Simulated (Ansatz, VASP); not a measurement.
One calculation of PbS, two programs

```xyz
2
Lattice="0.0000 2.8167 3.0391 2.8167 0.0000 3.0391 2.8167 2.8167 0.0000" Properties=species:S:1:pos:R:3 pbc="T T T"
Pb    0.0000    0.0000    0.0000
S     2.8167    2.8167    3.0391
```

Change from the starting cell: strain -0.050 along x and y, +0.025 along z, atoms carried along.

Alike in both runs: task single point; functional PBEsol; k mesh 10 × 10 × 10; occupations gaussian, width 0.03 eV; no spin polarisation.

|  | VASP | Ansatz |
| --- | --- | --- |
| version | VASP 6.6.1 | Ansatz 0.2.0 |
| potentials or method | VASP PAW PBE potentials, release 64 (Pb_d, S), cutoff 520 eV | scalar-relativistic, plane waves, PAW |
| valence electrons in the cell | 20 | 20 |

```csv
,VASP,Ansatz,Ansatz less VASP
gap on the k mesh at the Fermi level (eV),0.24,0.24,+0.007
least direct gap on the mesh (eV),0.24,0.24,+0.007
pressure (GPa),5.3,5.4,+0.04
"traceless stress, the component that is largest in VASP (GPa)",-7.85,-7.83,+0.020
```

VASP's potentials were made for PBE, not for PBEsol.

Spin-orbit coupling is off throughout.
